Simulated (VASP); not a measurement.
Wanted: the native input for a VASP 6.6.1 run.

```yaml
Task: single point
Functional: PBEsol
Potentials_or_basis: VASP PAW PBE potentials, release 64 (Te)
Cutoff: 520 eV
k_mesh: 15 × 15 × 15
Occupations: gaussian, width 0.1 eV
Spin: no spin polarisation
Dipole_correction: no
Further_INCAR_settings: ALGO = Normal; EDIFF = 1e-06; NBANDS = 9
```

The structure of Te lies in POSCAR:

```
Te
1.0
    2.2268810009      1.2856903453      1.6837333316
   -2.2268810009      1.2856903453      1.6837333316
    0.0000000000     -2.5713806906      1.6837333316
Te
1
Direct
    0.5000000000      0.5000000000      0.5000000000
```

This cell differs from its parent crystal: strained.

The input as run:

INCAR

```
SYSTEM = Te
PREC = Accurate ; ENCUT = 520
EDIFF = 1E-6 ; ISMEAR = 0
SIGMA = 0.1 ; LREAL = .FALSE.
LASPH = .TRUE. ; NELM = 100
ALGO = Normal ; ISIF = 2
LWAVE = .FALSE. ; LCHARG = .FALSE.
GGA = PS ; NBANDS = 9
```

KPOINTS

```
regular mesh
0
G
  15 15 15
  0 0 0
```

Potentials or basis: VASP PAW PBE potentials, release 64 (Te).

The run is started by

```sh
$ cat potpaw_PBE.64/Te/POTCAR > POTCAR
$ mpirun -np 1 vasp_std > vasp.out
```

Results of the run:

```json
{"Pressure": "5.1 GPa", "Band gap on the k mesh": "zero (bands 3 and 4 overlap by 5.71 eV)"}
```

Caveat: the cell differs from its parent crystal (strained); the cell stands under pressure; the PAW data sets were made with another functional, which shifts forces and pressure a little; spin-orbit coupling is left out, which moves the levels of the heavy elements.

It took 34 s on 1 thread of Intel(R) Xeon(R) Platinum 8259CL CPU @ 2.50GHz (Skylake/Cascade Lake), with other jobs on the host, peak memory 0.2 GiB.
